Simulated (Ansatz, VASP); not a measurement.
# Ga in VASP and in Ansatz

```
Ga
1.0
    -3.05940    2.68730    1.36788
     2.68730   -3.05940    1.36788
     2.74218    2.74218   -2.04939
Ga
2
Direct
  0.99167 0.00833 0.00000
  0.75833 0.24167 0.50000
```

Alike in both runs: task single point; functional LDA; k mesh 17 × 17 × 11; occupations fermi-dirac, width 0.1 eV; no spin polarisation.

```csv
,VASP,Ansatz
version,VASP 6.6.1,Ansatz 0.2.0
potentials or method,"VASP PAW LDA potentials, release 64 (Ga_d), cutoff 520 eV","plane waves (420 eV) with PAW, scalar-relativistic"
valence electrons in the cell,26,26
```

|  | VASP | Ansatz | Ansatz less VASP |
| --- | --- | --- | --- |
| pressure (GPa) | -5.4 | -5.5 | -0.12 |
| traceless stress, the component that is largest in VASP (GPa) | 0.40 | 0.38 | -0.018 |

Ansatz warns that its potentials were made for another functional, while VASP's fit it. LDA's correlation is that of Perdew and Zunger in VASP and of Perdew and Wang (1992) in Ansatz.
